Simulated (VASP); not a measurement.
# AgCl (Pm-3m) in VASP: notebook

AgCl is run at these levels: PBEsol; tasks: single point.

All numbers are computed with VASP 6.6.1; they aren't measurements. Logs are shortened: lines on timing, memory, paths and dates and some standing lists are left out, and cuts for length are marked.

## (1) The cell of the first run

Symmetry: Pm-3m, No. 221, cubic system. Conventional cell: a = 3.331 Å, b = 3.331 Å, c = 3.331 Å, α = 90.00°, β = 90.00°, γ = 90.00°. Ag (site symmetry m-3m) has 8 Cl at 2.88 Å and 6 Ag at 3.33 Å within 3.8 Å. Within 3.8 Å of Cl (site symmetry m-3m) lie 8 Ag at 2.88 Å and 6 Cl at 3.33 Å.

## (2) Single point, PBEsol

INCAR reads:

```
SYSTEM = AgCl
ALGO = Normal
EDIFF = 1E-7
ENCUT = 520
GGA = PS
ISIF = 2
ISMEAR = 0
LASPH = .TRUE.
LCHARG = .FALSE.
LREAL = .FALSE.
LWAVE = .FALSE.
NBANDS = 16
NELM = 80
PREC = Accurate
SIGMA = 0.05
```

KPOINTS reads:

```
k-points
0
G
  10 10 10
  0 0 0
```

POSCAR reads:

```
AgCl
1.0
    3.3311591989      0.0000000000      0.0000000000
    0.0000000000      3.3311591989      0.0000000000
    0.0000000000      0.0000000000      3.3311591989
Ag Cl
1 1
Direct
    0.0000000000      0.0000000000      0.0000000000
    0.5000000000      0.5000000000      0.5000000000
```

Potentials or basis: VASP PAW PBE potentials, release 64 (Ag, Cl).

The run is started by

```console
> cat potpaw_PBE.64/Ag/POTCAR potpaw_PBE.64/Cl/POTCAR > POTCAR
> mpirun -np 1 vasp_std > vasp.out
```

OUTCAR:

```text
SYSTEM = AgCl
   EDIFF = 1E-7
   ENCUT = 520
   GGA = PS
   ISIF = 2
   ISMEAR = 0
   LASPH = .TRUE.
   LREAL = .FALSE.
   NELM = 80
   PREC = Accurate

 ion  position               nearest neighbor table
   1  0.000  0.000  0.000-   2 2.88   2 2.88   2 2.88   2 2.88   2 2.88   2 2.88   2 2.88   2 2.88

   2  0.500  0.500  0.500-   1 2.88   1 2.88   1 2.88   1 2.88   1 2.88   1 2.88   1 2.88   1 2.88

  LATTYP: Found a simple cubic cell.
 ALAT       =     3.3311591989

  Lattice vectors:

 A1 = (   3.3311591989,   0.0000000000,   0.0000000000)
 A2 = (   0.0000000000,   3.3311591989,   0.0000000000)
 A3 = (   0.0000000000,   0.0000000000,   3.3311591989)

Analysis of symmetry for initial positions (statically):
=====================================================================
 Subroutine PRICEL returns:
 Original cell was already a primitive cell.

 Routine SETGRP: Setting up the symmetry group for a
 simple cubic supercell.

 Subroutine GETGRP returns: Found 48 space group operations
 (whereof 48 operations were pure point group operations)
 out of a pool of 48 trial point group operations.

The static configuration has the point symmetry O_h .

Analysis of symmetry for dynamics (positions and initial velocities):
=====================================================================
 Subroutine PRICEL returns:
 Original cell was already a primitive cell.

 Routine SETGRP: Setting up the symmetry group for a
 simple cubic supercell.

 Subroutine GETGRP returns: Found 48 space group operations
 (whereof 48 operations were pure point group operations)
 out of a pool of 48 trial point group operations.

The dynamic configuration has the point symmetry O_h .

 Subroutine INISYM returns: Found 48 space group operations
 (whereof 48 operations are pure point group operations),
 and found     1 'primitive' translations

----------------------------------------------------------------------------------------

                                     Primitive cell

  volume of cell :      36.9646

  direct lattice vectors                    reciprocal lattice vectors
     3.331159199  0.000000000  0.000000000     0.300195800  0.000000000  0.000000000
     0.000000000  3.331159199  0.000000000     0.000000000  0.300195800  0.000000000
     0.000000000  0.000000000  3.331159199     0.000000000  0.000000000  0.300195800

  length of vectors
     3.331159199  3.331159199  3.331159199     0.300195800  0.300195800  0.300195800

  position of ions in fractional coordinates (direct lattice)
     0.000000000  0.000000000  0.000000000
     0.500000000  0.500000000  0.500000000

[... 73 lines left out ...]
   LASPH  =      T    aspherical Exc in radial PAW
   ENCUT  =  520.0 eV  38.22 Ry    6.18 a.u.   6.19  6.19  6.19*2*pi/ulx,y,z
   NELM   =     80;   NELMIN=  2; NELMDL= -5     # of ELM steps
   EDIFF  = 0.1E-06   stopping-criterion for ELM
   LREAL  =      F    real-space projection
   EDIFFG = 0.1E-05   stopping-criterion for IOM
   NSW    =      0    number of steps for IOM
   IBRION =     -1    ionic relax: 0-MD 1-quasi-New 2-CG
   NFREE  =      0    steps in history (QN), initial steepest desc. (CG)
   ISIF   =      2    stress and relaxation
   ISYM   =      2    0-nonsym 1-usesym 2-fastsym
   POTIM  = 0.5000    time-step for ionic-motion
   TEBEG  =    0.0;   TEEND  =   0.0 temperature during run
   PSTRESS=    0.0 pullay stress
   NELECT =      18.0000    total number of electrons
   NUPDOWN=      -1.0000    fix difference up-down
   EMIN   =  10.00;   EMAX   =-10.00  energy-range for DOS
   EFERMI =   0.00;   METHOD = LEGACY
   ISMEAR =     0;   SIGMA  =   0.05  broadening in eV -4-tet -1-fermi 0-gaus
   EFERMI_NEDOS =   21; number of points for ismear=-14 and -15
   IALGO  =     38    algorithm
   IMIX   =      4    mixing-type and parameters
     AMIX     =   0.40;   BMIX     =  1.00
     AMIX_MAG =   1.60;   BMIX_MAG =  1.00
  volume/ion in A,a.u.               =      18.48       124.72
  Fermi-wavevector in a.u.,A,eV,Ry     =   1.287964  2.433898 22.570030  1.658850
  Thomas-Fermi vector in A             =   2.419946
   LORBIT       =      0    0 simple, 1 ext, 2 COOP (PROOUT), +10 PAW based schemes
   GGA     = PS    functional components
   LHFCALC =     F    Hartree Fock is set to
   AEXX    =    0.0000 exact exchange contribution
   IVDW    =     0    specifies the selected vdW correction
   LEPSILON=     F    determine dielectric tensor
   LRPA    =     F    only Hartree local field effects (RPA)
 non-spin polarized calculation
 Gauss-broadening in eV      SIGMA  =   0.05
  energy-cutoff  :      520.00
  volume of cell :       36.96
 maximum number of plane-waves:      1021
 NGX is ok and might be reduce to    28

 number of electron      17.9999997 magnetization

 Free energy of the ion-electron system (eV)
  ---------------------------------------------------
  ext. energy  EPLUGINS =         0.00000000
  ---------------------------------------------------
  free energy    TOTEN  =        -5.82097884 eV

  energy without entropy =       -5.82097884  energy(sigma->0) =       -5.82097884

 E-fermi :   5.1987     XC(G=0): -11.1074

 val. band max:        4.9843878415   @ k =   0.5000   0.0000   0.0000
 cond. band min:       5.4331107294   @ k =   0.0000   0.0000   0.0000
 fundamental gap:      0.4487228880
 Fermi energy:         5.1986575760

 k-point     1 :       0.0000    0.0000    0.0000
  band No.  band energies     occupation
      1     -10.1957      2.00000
      2       1.8026      2.00000
      3       1.8026      2.00000
      4       2.9627      2.00000
      5       2.9627      2.00000
      6       2.9627      2.00000
[... 433 lines left out ...]
      3       1.6164      2.00000
      4       1.9289      2.00000
      5       2.1244      2.00000
      6       2.8539      2.00000
[... 8 lines left out ...]
     15      19.3561      0.00000
     16      21.0542      0.00000

 [... further k-points ...]
[... 5 lines left out ...]
  --------------------------------------------------------------------------------------
  -------------------------------------------------------------------------------------
  Total       -0.0280205     -0.0280205     -0.0280205      0.0000000     -0.0000000      0.0000000
  in kB       -1.2145078     -1.2145078     -1.2145078      0.0000000     -0.0000000      0.0000000
  external PRESSURE =      -1.2145078 kB  Pullay stress =       0.0000000 kB

 VOLUME and BASIS-vectors are now :
 -----------------------------------------------------------------------------
  energy-cutoff  :      520.00
  volume of cell :       36.96
      direct lattice vectors                 reciprocal lattice vectors
     3.331159199  0.000000000  0.000000000     0.300195800  0.000000000  0.000000000
     0.000000000  3.331159199  0.000000000     0.000000000  0.300195800  0.000000000
     0.000000000  0.000000000  3.331159199     0.000000000  0.000000000  0.300195800

 POSITION                                       TOTAL-FORCE (eV/Angst)
 -----------------------------------------------------------------------------------
      0.00000      0.00000      0.00000         0.000000      0.000000      0.000000
      1.66558      1.66558      1.66558         0.000000      0.000000      0.000000
 -----------------------------------------------------------------------------------
    total drift:                               -0.000000      0.000000      0.000000

  FREE ENERGIE OF THE ION-ELECTRON SYSTEM (eV)
  ---------------------------------------------------
  free  energy   TOTEN  =        -5.8209788425 eV

  energy  without entropy=       -5.8209788425  energy(sigma->0) =       -5.82097884
```

Run time: 12 s. Hardware: 1 thread of Intel Xeon 6975P-C (Granite Rapids), shared host; peak memory 0.17 GiB.

Results:

| Property | Result |
| --- | --- |
| Free energy | -5.8210 eV |
| Pressure | -0.1 GPa |
| Band gap on the k mesh | 0.45 eV, indirect (least direct gap 2.28 eV) |

Levels at points of the mesh, in eV from the valence-band top:
```
           k point  band 6  band 7  band 8  band 9  band 10  band 11  band 12  band 13
(0.00, 0.00, 0.00)   -2.02   -1.83   -1.83   -1.83     0.45     9.18     9.18    14.20
(0.50, 0.00, 0.00)   -1.96   -1.59    0.00    0.00     4.75     5.86     8.92     9.86
(0.50, 0.50, 0.00)   -2.38   -2.36   -1.65   -1.08     2.59     9.14     9.14    10.56
(0.50, 0.50, 0.50)   -1.63   -0.18   -0.18   -0.18     4.31     4.31     4.31     7.07
```

Caveat: the PAW data sets were made with another functional, which shifts forces and pressure a little. A k mesh can miss the band edges.

## (3) Single point, PBEsol

INCAR reads:

```
PREC = Accurate
ENCUT = 520
EDIFF = 1E-6
ISMEAR = 0
SIGMA = 0.05
LREAL = F
LASPH = T
NELM = 80
ALGO = Normal
ISIF = 2
LWAVE = F
LCHARG = F
GGA = PS
NBANDS = 16
```

KPOINTS reads:

```
Automatic mesh
0
Gamma
  12 12 12
```

POSCAR is that of step 2.

Potentials or basis: VASP PAW PBE potentials, release 64 (Ag, Cl).

The run is started by

```console
> cat potpaw_PBE.64/Ag/POTCAR potpaw_PBE.64/Cl/POTCAR > POTCAR
> mpirun -np 1 vasp_std > vasp.out
```

Wall time 16 s (1 thread of Intel Xeon 6975P-C (Granite Rapids), shared host); peak memory 0.18 GiB.

The run converged. Its results:

* Free energy: -5.8210 eV
* Pressure: -0.1 GPa
* Band gap on the k mesh: 0.45 eV, indirect (least direct gap 2.28 eV)

Levels at points of the mesh, in eV from the valence-band top:
| k point | band 5 | band 6 | band 7 | band 8 | band 9 | band 10 | band 11 | band 12 | band 13 | band 14 |
| --- | --- | --- | --- | --- | --- | --- | --- | --- | --- | --- |
| (0.00, 0.00, 0.00) | -2.02 | -2.02 | -1.83 | -1.83 | -1.83 | 0.45 | 9.18 | 9.18 | 14.20 | 14.20 |
| (0.50, 0.00, 0.00) | -2.99 | -1.96 | -1.59 | 0.00 | 0.00 | 4.75 | 5.86 | 8.92 | 9.86 | 9.86 |
| (0.50, 0.50, 0.00) | -2.38 | -2.38 | -2.36 | -1.65 | -1.08 | 2.59 | 9.14 | 9.14 | 10.56 | 13.81 |
| (0.50, 0.50, 0.50) | -1.63 | -1.63 | -0.18 | -0.18 | -0.18 | 4.31 | 4.31 | 4.31 | 7.07 | 18.17 |

Caveat: the PAW data sets were made with another functional, which shifts forces and pressure a little.

## (4) Single point, PBEsol

This run uses another cell than the first one: it holds 4 atoms, not 2.

INCAR reads:

```
PREC = Accurate
ENCUT = 520
EDIFF = 1E-7
ISMEAR = 0
SIGMA = 0.05
LREAL = F
LASPH = T
NELM = 80
ALGO = Normal
ISIF = 2
LWAVE = F
LCHARG = T
GGA = PS
LELF = T
LVHAR = T
NBANDS = 26
```

KPOINTS reads:

```
Automatic mesh
0
Gamma
  10 10 6
```

POSCAR reads:

```
AgCl
1.0
    3.3311591989      0.0000000000      0.0000000000
    0.0000000000      3.3311591989      0.0000000000
    0.0000000000      0.0000000000      6.6623183978
Ag Cl
2 2
Direct
    0.0000000000      0.0000000000      0.0000000000
    0.0000000000      0.0000000000      0.5000000000
    0.5000000000      0.5000000000      0.2500000000
    0.5000000000      0.5000000000      0.7500000000
```

The run is started by

```console
> cat potpaw_PBE.64/Ag/POTCAR potpaw_PBE.64/Cl/POTCAR > POTCAR
> mpirun -np 1 vasp_std > vasp.out
```

It took 83 s on 1 thread of AMD EPYC 9R14 (Zen 4), shared host; peak memory 0.24 GiB.

Results (log left out):

| Property | Result |
| --- | --- |
| Free energy | -11.6420 eV |
| Pressure | -0.1 GPa |
| Band gap on the k mesh | 0.45 eV |

Levels at points of the mesh, in eV from the valence-band top:
```
           k point  band 14  band 15  band 16  band 17  band 18  band 19  band 20  band 21  band 22  band 23
(0.00, 0.00, 0.00)    -1.83    -1.83    -1.59     0.00     0.00     0.45     4.75     5.86     8.92     9.18
(0.50, 0.00, 0.00)    -1.65    -1.59    -1.08     0.00     0.00     2.59     4.75     5.86     8.92     9.14
(0.50, 0.50, 0.00)    -1.63    -1.08    -0.18    -0.18    -0.18     2.59     4.31     4.31     4.31     7.07
(0.00, 0.00, 0.50)    -1.99    -0.67    -0.67    -0.67    -0.67     2.50     2.50     8.77     8.77     9.06
(0.50, 0.00, 0.50)    -1.64    -1.53    -1.53    -0.43    -0.43     4.00     4.00     6.80     6.80     9.72
(0.50, 0.50, 0.50)    -1.36    -1.36    -1.36    -0.42    -0.42     3.06     3.06     6.43     6.43     6.43
```

Caveat: the PAW data sets were made with another functional, which shifts forces and pressure a little. A k mesh can miss the band edges.

## (5) Summary

```csv
cell,k mesh,gap on the mesh (eV),pressure (GPa)
"a = 3.331 Å, 2 atoms",10 × 10 × 10,0.45,-0.1
"a = 3.331 Å, 2 atoms",12 × 12 × 12,0.45,-0.1
"a = 3.331, b = 3.331, c = 6.662 Å, 4 atoms",10 × 10 × 6,0.45,-0.1
```

Alike in all rows: task single point; level PBEsol; potentials or basis VASP PAW PBE potentials, release 64 (Ag, Cl); no spin polarisation; cutoff (eV) 520; smearing gaussian 0.05 eV.

Caveats: the PAW data sets were made with another functional, which shifts forces and pressure a little.

Total energies depend on the potentials used, so only differences within one code and one set of settings carry meaning.
